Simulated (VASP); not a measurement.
Input of a VASP 6.6.1 run:

INCAR

```
SYSTEM = HfN
ALGO = Normal
EDIFF = 1E-8
ENCUT = 520
ISIF = 2
ISMEAR = -1
LASPH = .True.
LCHARG = .False.
LEFG = .True.
LREAL = .False.
LWAVE = .False.
NBANDS = 14
NELM = 80
PREC = Accurate
SIGMA = 0.03
```

Contents of KPOINTS:

```
k-points
0
Gamma
  10 10 10
  0 0 0
```

POSCAR

```
HfN
1.0
    0.0000000000      2.2514447596      2.2514447596
    2.2514447596      0.0000000000      2.2514447596
    2.2514447596      2.2514447596      0.0000000000
Hf N
1 1
Direct
    0.0000000000      0.0000000000      0.0000000000
    0.5000000000      0.5000000000      0.5000000000
```

Potentials or basis: VASP PAW LDA potentials, release 64 (Hf_pv, N).

Command:

```console
$ cat potpaw_LDA.64/Hf_pv/POTCAR potpaw_LDA.64/N/POTCAR > POTCAR
$ mpirun -np 1 vasp_std > vasp.out
```

Task: Predict the pressure.

Result: -7.9 GPa.

Caveat: without QUAD_EFG the Cq values of the log hold for a quadrupole moment of 1 mb, not for the nuclei.
